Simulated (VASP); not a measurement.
# Si5F (P-6m2) in VASP: notebook, part 2 of 2

VASP 6.6.1. The steps go on from the part before.

## Step 5: Relaxation of cell and atoms, PBE

This run uses another cell than the first one, of 14.18 Å³/atom.

INCAR

```
SYSTEM = Si5F
ALGO = Normal
EDIFF = 1E-6
EDIFFG = -0.01
ENCUT = 600
GGA = PE
IBRION = 2
ISIF = 3
ISMEAR = 0
LASPH = .TRUE.
LCHARG = .FALSE.
LREAL = .FALSE.
LWAVE = .FALSE.
NELM = 60
NSW = 100
PREC = Accurate
SIGMA = 0.1
```

KPOINTS

```
k-points
0
G
  12 12 4
  0 0 0
```

POSCAR

```
Si5F
1.0
    2.8814331481      0.0000000000      0.0000000000
   -1.4407165741      2.4953943056      0.0000000000
    0.0000000000      0.0000000000     11.8365450491
Si F
5 1
Direct
    0.6666666667      0.3333333333      0.8384556192
    0.3333333333      0.6666666667      0.6660640215
    0.6666666667      0.3333333333      0.5000000000
    0.3333333333      0.6666666667      0.3339359785
    0.6666666667      0.3333333333      0.1615443808
    0.3333333333      0.6666666667      0.0000000000
```

Started as:

```
cat potpaw_PBE.64/Si/POTCAR potpaw_PBE.64/F/POTCAR > POTCAR
mpirun -np 1 vasp_std > vasp.out
```

Run time: 33 min. Hardware: 1 thread of Intel Xeon Platinum 8259CL at 2.50GHz (Skylake/Cascade Lake), shared host; peak memory 0.29 GiB.

It converged, with:

```
Free energy                           : -28.2347 eV
Relaxed volume                        : 13.57 Å³/atom
Relaxed cell                          : a = 2.666 Å, b = 2.666 Å, c = 13.226 Å, α = 90.00°, β = 90.00°, γ = 120.00°
Space group after relaxing (to 0.1 Å) : P-6m2 (No. 187)
Energy gained by relaxing             : 38.0 meV/atom
Ionic steps                           : 43
Pressure after relaxing               : 0.0 GPa
Largest force after relaxing          : 0.008 eV/Å
```

Forces in eV/Å, atoms in the order of the input:
```
Si   0.000  0.000 -0.008
Si   0.000  0.000  0.000
Si   0.000  0.000  0.000
Si   0.000  0.000  0.000
Si   0.000  0.000  0.008
F    0.000  0.000  0.000
```

Stress tensor (GPa, compression positive):
```
-0.05  0.00  0.00
 0.00 -0.05  0.00
 0.00  0.00  0.05
```

The path:
| step | energy change (eV) | largest force (eV/Å) | pressure (GPa) | volume (Å³) |
| --- | --- | --- | --- | --- |
| 1 | 0.0000 | 0.0939 | 0.32 | 85.11 |
| 3 | -0.0275 | 0.2839 | -2.05 | 86.50 |
| 5 | -0.0366 | 0.3015 | -4.89 | 88.54 |
| 7 | -0.0406 | 0.3210 | -5.16 | 88.68 |
| 9 | -0.0504 | 0.3600 | -6.09 | 89.23 |
| 11 | -0.0798 | 0.2988 | -5.74 | 88.54 |
| 13 | -0.1433 | 0.2460 | -3.87 | 85.43 |
| 15 | -0.1727 | 0.2404 | -2.20 | 83.44 |
| 17 | -0.1894 | 0.2641 | -1.40 | 82.52 |
| 19 | -0.1968 | 0.2509 | 2.18 | 79.76 |
| 21 | -0.2137 | 0.1764 | 0.26 | 81.03 |
| 23 | -0.2188 | 0.0958 | -0.14 | 81.36 |
| 25 | -0.2202 | 0.0714 | -0.46 | 81.65 |
| 27 | -0.2215 | 0.0425 | 0.09 | 81.15 |
| 29 | -0.2224 | 0.0056 | -0.03 | 81.36 |
| 31 | -0.2226 | 0.0420 | -0.11 | 81.52 |
| 33 | -0.2232 | 0.0427 | -0.12 | 81.56 |
| 35 | -0.2256 | 0.0653 | -0.23 | 81.72 |
| 37 | -0.2262 | 0.0469 | -0.13 | 81.57 |
| 39 | -0.2264 | 0.0271 | 0.01 | 81.42 |
| 41 | -0.2279 | 0.0279 | -0.05 | 81.43 |
| 43 | -0.2280 | 0.0080 | -0.02 | 81.39 |

Final structure:
```
CELL_PARAMETERS angstrom
2.66566 0.00000 0.00000
-1.33283 2.30853 0.00000
0.00000 0.00000 13.22614
ATOMIC_POSITIONS crystal
Si 0.66667 0.33333 0.85272
Si 0.33333 0.66667 0.67516
Si 0.66667 0.33333 0.50000
Si 0.33333 0.66667 0.32484
Si 0.66667 0.33333 0.14728
F 0.33333 0.66667 0.00000
```

Levels at points of the mesh, in eV from the Fermi level:
```csv
k point,band 9,band 10,band 11,band 12,band 13,band 14,band 15,band 16,band 17
"(0.00, 0.00, 0.00)",-3.28,-3.28,-3.20,1.31,2.85,7.43,9.21,9.52,9.52
"(0.50, 0.00, 0.00)",-5.03,-4.47,-3.89,-3.25,-2.63,-2.19,0.31,1.30,2.70
"(0.00, 0.00, 0.50)",-3.28,-3.28,-1.40,-0.25,4.26,6.03,9.51,9.51,10.06
"(0.50, 0.00, 0.50)",-4.77,-4.40,-3.89,-3.60,-2.92,-1.64,0.13,1.37,2.56
```

Caveat: the highest band is partly filled, so the run has too few bands.

## Step 6: Relaxation of cell and atoms, PBE, collinear spin

This run uses another cell than the first one, of 17.57 Å³/atom.

INCAR

```
SYSTEM = Si5F
ALGO     = Normal         ! electronic algorithm
EDIFF    = 1E-6           ! SCF threshold, eV
EDIFFG   = -0.04          ! ionic threshold
ENCUT    = 600            ! plane-wave cutoff, eV
GGA      = PE             ! functional
IBRION   = 2              ! ionic algorithm
ISIF     = 3              ! what is computed and relaxed
ISMEAR   = 0              ! smearing method
ISPIN    = 2              ! spin polarisation
LASPH    = .True.         ! aspherical terms in the spheres
LCHARG   = .False.        ! write CHGCAR
LORBIT   = 11             ! projections on sites
LREAL    = .False.        ! projectors in reciprocal space
LWAVE    = .False.        ! write WAVECAR
MAGMOM   = 0 0 0 0 0 1    ! initial moments
NELM     = 150            ! most SCF steps
NSW      = 90             ! ionic steps
PREC     = Accurate       ! precision mode
SIGMA    = 0.1            ! smearing width, eV
```

KPOINTS

```
k-points
0
Gamma
  6 6 2
  0 0 0
```

POSCAR

```
Si5F
1.0
    2.8730201800      0.0000000000      0.0000000000
   -1.4365100900      2.4881084700      0.0000000000
    0.0000000000      0.0000000000     14.7469713100
Si F
5 1
Direct
    0.6666666700      0.3333333300      0.8184250000
    0.3333333300      0.6666666700      0.6598208500
    0.6666666700      0.3333333300      0.5000000000
    0.3333333300      0.6666666700      0.3401791500
    0.6666666700      0.3333333300      0.1815750000
    0.3333333300      0.6666666700      0.0000000000
```

Potentials or basis: VASP PAW PBE potentials, release 64 (Si, F).

Started as:

```
cat potpaw_PBE.64/Si/POTCAR potpaw_PBE.64/F/POTCAR > POTCAR
mpirun -np 1 vasp_std > vasp.out
```

Run time: 8.4 min. Hardware: 1 thread of Intel Xeon Platinum 8259CL at 2.50GHz (Skylake/Cascade Lake), shared host; peak memory 0.31 GiB.

Results (log left out):

```yaml
Free_energy: -28.1239 eV
Relaxed_volume: 14.17 Å³/atom
Relaxed_cell: a = 2.879 Å, b = 2.879 Å, c = 11.845 Å, α = 90.00°, β = 90.00°, γ = 120.00°
Space_group_after_relaxing_to_0.1_Å: P-6m2 (No. 187)
Energy_gained_by_relaxing: 369.8 meV/atom
Ionic_steps: 10
Pressure_after_relaxing: 0.0 GPa
Largest_force_after_relaxing: 0.018 eV/Å
Net_moment: 0.00 μB per cell
Valence_electrons_inside_the_program's_atomic_spheres: Si 1.48, 1.57, 1.56 (each value once); F 6.01
```

Forces in eV/Å, atoms in the order of the input:
```
Si   0.000  0.000  0.018
Si   0.000  0.000 -0.018
Si   0.000  0.000  0.000
Si   0.000  0.000  0.018
Si   0.000  0.000 -0.018
F    0.000  0.000  0.000
```

Stress tensor (GPa, compression positive):
```
 0.00  0.00  0.00
 0.00  0.00  0.00
 0.00  0.00 -0.09
```

The path:
```csv
step,energy change (eV),largest force (eV/Å),pressure (GPa),volume (Å³)
1,0.0000,0.4923,-10.54,105.42
2,-1.1801,1.5786,-4.09,88.65
3,-1.3797,1.8491,1.76,82.30
4,-1.4006,1.9239,4.83,79.71
5,-1.6988,0.9986,14.16,75.73
6,-1.7596,1.1618,10.95,76.81
7,-2.1682,0.4957,-0.60,86.10
8,-2.1683,0.4978,-0.51,85.99
9,-2.1921,0.3585,-0.46,85.72
10,-2.2188,0.0178,-0.03,85.00
```

Final structure:
```cif
data_structure
_symmetry_space_group_name_H-M 'P 1'
_symmetry_Int_Tables_number 1
_cell_length_a 2.8785
_cell_length_b 2.8785
_cell_length_c 11.8451
_cell_angle_alpha 90.000
_cell_angle_beta 90.000
_cell_angle_gamma 120.000
_cell_volume 85.00
loop_
_atom_site_label
_atom_site_type_symbol
_atom_site_fract_x
_atom_site_fract_y
_atom_site_fract_z
_atom_site_occupancy
Si1 Si 0.66667 0.33333 0.83853 1
Si2 Si 0.33333 0.66667 0.66620 1
Si3 Si 0.66667 0.33333 0.50000 1
Si4 Si 0.33333 0.66667 0.33380 1
Si5 Si 0.66667 0.33333 0.16147 1
F1 F 0.33333 0.66667 0.00000 1
```

Levels at points of the mesh, in eV from the Fermi level:
Spin up:
```csv
k point,band 9,band 10,band 11,band 12,band 13,band 14,band 15,band 16,band 17,band 18
"(0.00, 0.00, 0.00)",-3.87,-2.07,-0.79,4.10,5.60,5.60,5.79,6.50,6.50,7.56
"(0.50, 0.00, 0.00)",-5.04,-4.34,-4.27,-3.12,-1.27,-0.64,0.63,1.43,2.32,2.37
"(0.00, 0.00, 0.50)",-3.87,-3.87,0.79,2.51,5.60,5.60,6.51,6.51,7.53,7.71
"(0.50, 0.00, 0.50)",-4.82,-4.34,-4.34,-3.19,-1.60,-0.16,0.54,1.42,2.19,2.44
```
Spin down:
| k point | band 9 | band 10 | band 11 | band 12 | band 13 | band 14 | band 15 | band 16 | band 17 | band 18 |
| --- | --- | --- | --- | --- | --- | --- | --- | --- | --- | --- |
| (0.00, 0.00, 0.00) | -3.87 | -2.07 | -0.79 | 4.10 | 5.60 | 5.60 | 5.79 | 6.50 | 6.50 | 7.56 |
| (0.50, 0.00, 0.00) | -5.04 | -4.34 | -4.27 | -3.12 | -1.27 | -0.64 | 0.63 | 1.43 | 2.32 | 2.37 |
| (0.00, 0.00, 0.50) | -3.87 | -3.87 | 0.79 | 2.51 | 5.60 | 5.60 | 6.51 | 6.51 | 7.53 | 7.71 |
| (0.50, 0.00, 0.50) | -4.82 | -4.34 | -4.34 | -3.19 | -1.60 | -0.16 | 0.54 | 1.42 | 2.19 | 2.44 |

Caveat: the k points lie up to 0.42 Å⁻¹ apart in the final cell; the volume moved by over 15 % at a fixed basis, so the end points are rough.

## Step 7: The runs side by side

```tsv
task	spin	cell	k mesh	cutoff (eV)	gap on the mesh (eV)	pressure (GPa)	moment (μB)	relaxed volume (Å³/atom)	largest force (eV/Å)
single point	off	a = 2.669, b = 2.669, c = 13.295 Å, angles 90.0, 90.0, 120.0°, 6 atoms, atomic positions A	12 × 12 × 4	520	none	-0.1	-	-	0.01
single point	collinear	a = 2.873, b = 2.873, c = 14.747 Å, angles 90.0, 90.0, 120.0°, 6 atoms, atomic positions B	6 × 6 × 2	520	none	-10.5	0.00	-	0.63
single point	off	a = 2.676, b = 2.676, c = 13.220 Å, angles 90.0, 90.0, 120.0°, 6 atoms, atomic positions C	18 × 18 × 4	520	none	-0.1	-	-	0.01
relaxation of cell and atoms	off	relaxed from a = 2.881, b = 2.881, c = 11.837 Å, angles 90.0, 90.0, 120.0°, 6 atoms, atomic positions D	12 × 12 × 4	600	-	0.0	-	13.57	0.01
relaxation of cell and atoms	collinear	relaxed from a = 2.873, b = 2.873, c = 14.747 Å, angles 90.0, 90.0, 120.0°, 6 atoms, atomic positions B	6 × 6 × 2	600	none	0.0	0.00	14.17	0.02
```

Alike in all rows: level PBE; potentials or basis VASP PAW PBE potentials, release 64 (Si, F); smearing gaussian 0.1 eV.

Caveats: some runs use coarse meshes; an odd number of electrons without spin polarisation forces a metal (at least some runs); a magnetic or distorted state may lie lower (at least some runs); the highest band is partly filled, so the run has too few bands (at least some runs); the volume moved by over 15 % at a fixed basis, so the end points are rough (at least some runs).

Absolute energies hang on the potentials; compare differences alone.
